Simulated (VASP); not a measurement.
Wanted: the native input for a VASP 6.6.1 run.

- Task: single point
- Functional: r2SCAN
- Potentials or basis: VASP PAW PBE potentials, release 64 (Na_pv, H)
- Cutoff: 520 eV
- k mesh: 2 × 2 × 2
- Occupations: fermi-dirac, width 0.02 eV
- Spin: no spin polarisation
- Dipole correction: no
- Further INCAR settings: LREAL = Auto; ALGO = Normal; EDIFF = 1e-07; NBANDS = 46

The system is NaH.

```
Na H
1.0
     0.00000    4.79472    4.79472
     4.79472    0.00000    4.79472
     4.79472    4.79472    0.00000
Na H
8 8
Direct
  0.99286 0.99966 0.99947
  0.99561 0.99227 0.50834
  0.00134 0.49858 0.99989
  0.00738 0.49873 0.49337
  0.49073 0.00725 0.99383
  0.50172 0.99544 0.50429
  0.50147 0.50223 0.00193
  0.50613 0.50836 0.49716
  0.27072 0.25690 0.22768
  0.25119 0.24029 0.74856
  0.25366 0.76756 0.24117
  0.25836 0.75243 0.73746
  0.74616 0.25924 0.25552
  0.74520 0.25714 0.74359
  0.75596 0.75977 0.23808
  0.75031 0.74231 0.75536
```

One way to write it, as run:

POSCAR

```
NaH
1.0
    0.0000000000      4.7947170000      4.7947170000
    4.7947170000      0.0000000000      4.7947170000
    4.7947170000      4.7947170000      0.0000000000
Na H
8 8
Direct
   -0.0071374390     -0.0003403746     -0.0005257870
   -0.0043898316     -0.0077257949      0.5083428282
    0.0013387651      0.4985758284     -0.0001111640
    0.0073779120      0.4987264108      0.4933728101
    0.4907296927      0.0072488116     -0.0061732528
    0.5017193924     -0.0045553262      0.5042911813
    0.5014718283      0.5022309972      0.0019272253
    0.5061285160      0.5083599303      0.4971607292
    0.2707202531      0.2568973310      0.2276799653
    0.2511945961      0.2402900943      0.7485576312
    0.2536589751      0.7675577099      0.2411656413
    0.2583626938      0.7524298097      0.7374639629
    0.7461617651      0.2592368851      0.2555217545
    0.7451967447      0.2571420795      0.7435924790
    0.7559581723      0.7597725789      0.2380848546
    0.7503057010      0.7423068974      0.7553552170
```

INCAR.step1

```
PREC = Accurate
ENCUT = 520
ISMEAR = -1
SIGMA = 0.02
LREAL = Auto
LASPH = T
NELM = 80
NBANDS = 46
GGA = PE
ALGO = Normal
EDIFF = 1E-4
LWAVE = T
LCHARG = F
```

INCAR.step2

```
PREC = Accurate
ENCUT = 520
EDIFF = 1E-7
ISMEAR = -1
SIGMA = 0.02
LREAL = Auto
LASPH = T
NELM = 80
ALGO = Normal
ISIF = 2
LWAVE = F
LCHARG = T
METAGGA = R2SCAN
LMIXTAU = T
LELF = T
LVHAR = T
NBANDS = 46
ISTART = 1
```

KPOINTS

```
regular mesh
0
Gamma
  2 2 2
```

Potentials or basis: VASP PAW PBE potentials, release 64 (Na_pv, H).

Command:

```bash
$ cat potpaw_PBE.64/Na_pv/POTCAR potpaw_PBE.64/H/POTCAR > POTCAR
$ cp INCAR.step1 INCAR
$ mpirun -np 1 vasp_std > vasp.out
$ cp INCAR.step2 INCAR
$ mpirun -np 1 vasp_std > vasp.out
```

Results of the run:

```json
{
  "Pressure": "-0.1 GPa",
  "Largest force": "0.252 eV/Å",
  "Band gap on the k mesh": "4.39 eV"
}
```

Caveat: the k points lie up to 0.57 Å⁻¹ apart; the atoms stand as in a frame of molecular dynamics; the PAW data sets were made with another functional, which shifts forces and pressure a little.

It took 19 min on 1 thread of Intel Xeon 8259CL, on a shared host, peak memory 0.37 GiB.
